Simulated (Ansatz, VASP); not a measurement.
C in VASP and in Ansatz

```xyz
2
Lattice="2.4696 0.0000 0.0000 -1.2348 2.1387 0.0000 0.0000 0.0000 3.4388" Properties=species:S:1:pos:R:3 pbc="T T T"
C     0.0000    1.4258    0.0000
C     1.2348    0.7129    0.0000
```

Alike in both runs: functional BLYP; dispersion D3(BJ); k mesh 15 × 15 × 4; no spin polarisation.

Ansatz relaxed the structure, and its values are those at the end. VASP's run is a single point on that final structure, the one shown.

|  | VASP | Ansatz |
| --- | --- | --- |
| version | VASP 6.6.1 | Ansatz 0.2.0 |
| potentials or method | VASP PAW PBE potentials, release 64 (C), cutoff 520 eV | plane waves, PAW |
| occupations | fermi-dirac, width 0.1 eV | fermi-dirac |
| valence electrons in the cell | 8 | 8 |

```csv
,VASP,Ansatz,Ansatz less VASP
pressure (GPa),0.3,0.0,-0.35
```

VASP's potentials were made for PBE, not for BLYP.

The k mesh is coarse, so the values compare programs but aren't converged.
